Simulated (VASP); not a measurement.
# SrTiO3 (Pm-3m) in VASP: notebook, part 2 of 2

VASP 6.6.1. The steps go on from the part before.

**4. Relaxation of cell and atoms, PBE+U, target pressure 15 GPa, at which the enthalpy is minimised**

This run uses another cell than the first one, of 11.39 Å³/atom.

File INCAR:

```
SYSTEM = SrTiO3
PREC = Accurate
ENCUT = 600
EDIFF = 1E-6
ISMEAR = 0
SIGMA = 0.02
LREAL = .False.
LASPH = .True.
NELM = 150
ALGO = Normal
ISIF = 3
LWAVE = .False.
LCHARG = .False.
LMAXMIX = 4
LDAU = .True.
LDAUTYPE = 2
LDAUL = -1 2 -1
LDAUU = 0 4 0
LDAUJ = 0 0 0
LDAUPRINT = 1
GGA = PE
IBRION = 2
NSW = 70
EDIFFG = -0.008
PSTRESS = 150.0
```

File KPOINTS:

```
regular mesh
0
Gamma
  8 8 8
  0 0 0
```

File POSCAR:

```
SrTiO3
1.0
    3.8468255973      0.0000000000      0.0000000000
    0.0000000000      3.8468255973      0.0000000000
    0.0000000000      0.0000000000      3.8468255973
Sr Ti O
1 1 3
Direct
    0.0000000000      0.0000000000      0.0000000000
    0.5000000000      0.5000000000      0.5000000000
    0.5000000000      0.0000000000      0.5000000000
    0.5000000000      0.5000000000      0.0000000000
    0.0000000000      0.5000000000      0.5000000000
```

Potentials or basis: VASP PAW PBE potentials, release 64 (Sr_sv, Ti_sv, O).

On the command line:

```sh
> cat potpaw_PBE.64/Sr_sv/POTCAR potpaw_PBE.64/Ti_sv/POTCAR potpaw_PBE.64/O/POTCAR > POTCAR
> mpirun -np 1 vasp_std > vasp.out
```

OUTCAR:

```text
SYSTEM = SrTiO3
   PREC = Accurate
   ENCUT = 600
   EDIFF = 1E-6
   ISMEAR = 0
   LREAL = .False.
   LASPH = .True.
   NELM = 150
   ISIF = 3
   GGA = PE
   IBRION = 2
   NSW = 70
   EDIFFG = -0.008
   PSTRESS = 150.0

 ion  position               nearest neighbor table
   1  0.000  0.000  0.000-   3 2.72   4 2.72   5 2.72   3 2.72   5 2.72   4 2.72   5 2.72   5 2.72
                             3 2.72   4 2.72   3 2.72   4 2.72   2 3.33   2 3.33   2 3.33   2 3.33
   2  0.500  0.500  0.500-   3 1.92   4 1.92   5 1.92   4 1.92   3 1.92   5 1.92   1 3.33   1 3.33
                             1 3.33   1 3.33   1 3.33   1 3.33   1 3.33   1 3.33
   3  0.500  0.000  0.500-   2 1.92   2 1.92   1 2.72   1 2.72   1 2.72   1 2.72
   4  0.500  0.500  0.000-   2 1.92   2 1.92   1 2.72   1 2.72   1 2.72   1 2.72
   5  0.000  0.500  0.500-   2 1.92   2 1.92   1 2.72   1 2.72   1 2.72   1 2.72

  LATTYP: Found a simple cubic cell.
 ALAT       =     3.8468255973

  Lattice vectors:

 A1 = (   3.8468255973,   0.0000000000,   0.0000000000)
 A2 = (   0.0000000000,   3.8468255973,   0.0000000000)
[... 296 lines left out ...]
  o =  0.2626  v =  0.0000  0.0000  0.0000  0.0000  0.0000  0.0000  0.0000 -0.9999 -0.0000 -0.0161      0.0000  0.0000  0.0000  0.0000  0.0000  0.0000  0.0000  0.0000  0.0000  0.0000
  o =  0.2626  v =  0.0000  0.0000 -0.9999 -0.0000 -0.0161  0.0000  0.0000  0.0000  0.0000  0.0000      0.0000  0.0000  0.0000  0.0000  0.0000  0.0000  0.0000  0.0000  0.0000  0.0000
  o =  0.2626  v =  0.0000  0.0000  0.0000  0.0000  0.0000  0.0000  0.0000  0.0161  0.0000 -0.9999      0.0000  0.0000  0.0000  0.0000  0.0000  0.0000  0.0000  0.0000  0.0000  0.0000
  o =  0.2626  v =  0.0000  0.0000  0.0161  0.0000 -0.9999  0.0000  0.0000  0.0000  0.0000  0.0000      0.0000  0.0000  0.0000  0.0000  0.0000  0.0000  0.0000  0.0000  0.0000  0.0000

--------------------------------------- Ionic step        3  -------------------------------------------

 number of electron      39.9999993 magnetization

 Free energy of the ion-electron system (eV)
  ---------------------------------------------------
  ext. energy  EPLUGINS =         0.00000000
  ---------------------------------------------------
  free energy    TOTEN  =       -37.20780705 eV

  energy without entropy =      -37.20780705  energy(sigma->0) =      -37.20780705

 E-fermi :   4.7181     XC(G=0): -11.4333

 val. band max:        4.5412296011   @ k =   0.5000   0.5000   0.5000
 cond. band min:       6.9887749480   @ k =   0.0000   0.0000   0.0000
 fundamental gap:      2.4475453469
 Fermi energy:         4.7180891097

 k-point     1 :       0.0000    0.0000    0.0000
  band No.  band energies     occupation
      1     -52.8032      2.00000
      2     -29.0212      2.00000
      3     -29.0212      2.00000
      4     -29.0212      2.00000
      5     -28.1554      2.00000
      6     -13.0613      2.00000
[... 637 lines left out ...]
     23       9.3667      0.00000
     24      10.5354      0.00000

 [... further k-points ...]

------------------------ aborting loop because EDIFF is reached ----------------------------------------

  FORCE on cell =-STRESS in cart. coord.  units (eV):
  Direction    XX          YY          ZZ          XY          YZ          ZX
  --------------------------------------------------------------------------------------
  -------------------------------------------------------------------------------------
  Total        5.4045844      5.4045844      5.4045844     -0.0000000     -0.0000000      0.0000000
  in kB      149.7456601    149.7456601    149.7456601     -0.0000000     -0.0000000      0.0000000
  external PRESSURE =      -0.2543399 kB  Pullay stress =     150.0000000 kB
[... 24 lines left out ...]
  energy  without entropy=      -37.2078070474  energy(sigma->0) =      -37.20780705

  enthalpy is  TOTEN    =       -31.7940430872 eV   P V=        5.4137639602

 reached required accuracy - stopping structural energy minimisation
```

OSZICAR:

```text
N       E                     dE             d eps       ncg     rms          rms(c)
DAV:   1     0.493729791428E+03    0.49373E+03   -0.23944E+04  1680   0.207E+03
DAV:   2     0.342019826772E+00   -0.49339E+03   -0.48544E+03  2072   0.538E+02
DAV:   3    -0.458645589969E+02   -0.46207E+02   -0.44478E+02  2344   0.156E+02
[... 30 lines left out ...]
DAV:   5    -0.372072550975E+02   -0.11954E-02   -0.28023E-03  2688   0.286E-01    0.182E-01
DAV:   6    -0.372077357108E+02   -0.48061E-03   -0.11157E-03  2152   0.230E-01    0.673E-02
DAV:   7    -0.372078008419E+02   -0.65131E-04   -0.38718E-04  2600   0.102E-01    0.154E-02
DAV:   8    -0.372078068758E+02   -0.60339E-05   -0.23281E-05  2440   0.253E-02    0.443E-03
DAV:   9    -0.372078070474E+02   -0.17152E-06   -0.23739E-06  1360   0.923E-03
   3 F= -.31794043E+02 E0= -.31794043E+02  d E =-.100330E-01
```

CONTCAR:

```text
SrTiO3
   1.00000000000000
     3.8669884951853946    0.0000000000000000    0.0000000000000000
    -0.0000000000000000    3.8669884951853946    0.0000000000000000
    -0.0000000000000000    0.0000000000000000    3.8669884951853946
  Sr              Ti              O
     1     1     3
Direct
     0.0000000000000000    0.0000000000000000    0.0000000000000000
     0.5000000000000000    0.5000000000000000    0.5000000000000000
     0.5000000000000000    0.0000000000000000    0.5000000000000000
     0.5000000000000000    0.5000000000000000    0.0000000000000000
     0.0000000000000000    0.5000000000000000    0.5000000000000000

  0.00000000E+00  0.00000000E+00  0.00000000E+00
  0.00000000E+00  0.00000000E+00  0.00000000E+00
  0.00000000E+00  0.00000000E+00  0.00000000E+00
  0.00000000E+00  0.00000000E+00  0.00000000E+00
  0.00000000E+00  0.00000000E+00  0.00000000E+00
```

Wall time 1.9 min (1 thread of Intel Xeon 8259CL, shared host); peak memory 0.23 GiB.

Results:

* Free energy: -37.2078 eV
* Relaxed volume: 11.57 Å³/atom
* Relaxed cell: a = 3.867 Å, b = 3.867 Å, c = 3.867 Å, α = 90.00°, β = 90.00°, γ = 90.00°
* Space group after relaxing (to 0.1 Å): Pm-3m (No. 221)
* Energy change on relaxing (the run minimises the enthalpy): -18.9 meV/atom
* Ionic steps: 3
* Pressure after relaxing: 15.0 GPa
* Band gap on the k mesh: 2.45 eV (least direct gap 2.85 eV)

The path:
| step | energy change (eV) | largest force (eV/Å) | pressure (GPa) | volume (Å³) |
| --- | --- | --- | --- | --- |
| 1 | 0.0000 | 0.0000 | 18.62 | 56.93 |
| 2 | -0.1923 | 0.0000 | 10.34 | 59.07 |
| 3 | -0.0943 | 0.0000 | 14.97 | 57.83 |

Final structure:
```
Sr Ti O
1.0
     3.86699    0.00000    0.00000
     0.00000    3.86699    0.00000
     0.00000    0.00000    3.86699
Sr Ti O
1 1 3
Direct
  0.00000 0.00000 0.00000
  0.50000 0.50000 0.50000
  0.50000 0.00000 0.50000
  0.50000 0.50000 0.00000
  0.00000 0.50000 0.50000
```

Eigenvalues of the final occupation matrices:
```
    site  spin  trace               eigenvalues
site 2 d     1   0.84  0.11 0.11 0.11 0.26 0.26
site 2 d     2   0.84  0.11 0.11 0.11 0.26 0.26
```

Caveat: the cell is relaxed towards a set pressure, so the run minimises the enthalpy, not the energy.

**5. Summary**

| cell | gap on the mesh (eV) | pressure (GPa) |
| --- | --- | --- |
| relaxed to 60 GPa from a = 3.676 Å, 5 atoms | 2.74 | 60.0 |
| relaxed to 30 GPa from a = 3.772 Å, 5 atoms | 2.57 | 30.0 |
| relaxed to 15 GPa from a = 3.847 Å, 5 atoms | 2.45 | 15.0 |

Alike in all rows: task relaxation of cell and atoms; level PBE+U; potentials or basis VASP PAW PBE potentials, release 64 (Sr_sv, Ti_sv, O); no spin polarisation; Ti d U = 4.0 eV; k mesh 8 × 8 × 8; cutoff (eV) 600; smearing gaussian 0.02 eV.

Caveats: the cell is relaxed towards a set pressure, so the run minimises the enthalpy, not the energy.

Total energies depend on the potentials used, so only differences within one code and one set of settings carry meaning.
